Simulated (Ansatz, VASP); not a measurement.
## CeCr2B2C: VASP beside Ansatz

```xyz
6
Lattice="3.8004 0.0000 0.0000 0.0000 3.8004 0.0000 0.0000 0.0000 5.0057" Properties=species:S:1:pos:R:3 pbc="T T T"
Ce    0.0000    0.0000    0.0000
B     1.9002    1.9002    1.1213
B     1.9002    1.9002    3.8844
Cr    0.0000    1.9002    2.5028
Cr    1.9002    0.0000    2.5028
C     0.0000    0.0000    2.5028
```

Alike in both runs: task single point; functional r2SCAN; k mesh 6 × 6 × 5; no spin polarisation.

|  | VASP | Ansatz |
| --- | --- | --- |
| version | VASP 6.6.1 | Ansatz 0.2.0 |
| potentials or method | VASP PAW PBE potentials, release 64 (Ce, B, Cr_pv, C), cutoff 520 eV | PAW plane waves |
| occupations | fermi-dirac, width 0.1 eV | fermi-dirac |
| valence electrons in the cell | 46 | 50 |

```csv
,VASP,Ansatz,Ansatz less VASP
pressure (GPa),-6.5,-6.6,-0.09
"traceless stress, the component that is largest in VASP (GPa)",2.01,2.30,+0.292
rms of the force components (eV/Å),0.044,0.047,+0.0027
```

VASP's potentials were made for PBE, not for r2SCAN. Atom by atom the forces differ by 0.003 eV/Å (rms over components). VASP's potentials hold 46 valence electrons a cell and Ansatz's 50, so a difference there can come from the potentials and not from the codes.

Neither program's run includes spin-orbit coupling.
